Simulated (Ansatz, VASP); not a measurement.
LiF: VASP beside Ansatz

```
Li F
1.0
     0.00000    2.03500    2.03500
     2.03500    0.00000    2.03500
     2.03500    2.03500    0.00000
Li F
1 1
Cartesian
  0.0000 0.0000 0.0000
  2.0350 2.0350 2.0350
```

Alike in both runs: task single point; functional PBE; k mesh 6 × 6 × 6; occupations fermi-dirac, width 0.02 eV; no spin polarisation.

|  | VASP | Ansatz |
| --- | --- | --- |
| version | VASP 6.6.1 | Ansatz 0.2.0 development build |
| potentials or method | VASP PAW PBE potentials, release 64 (Li_sv, F), cutoff 520 eV | plane waves, all-electron PAW datasets generated for the crystal |

```csv
,VASP,Ansatz,Ansatz less VASP
gap on the k mesh at the Fermi level (eV),8.82,8.80,-0.019
```

Ansatz ran all-electron here, and VASP with PAW potentials.

The k mesh is coarse, so the values compare programs but aren't converged. Noted on VASP's run: the cutoff is short for stress, so the pressure is rough.
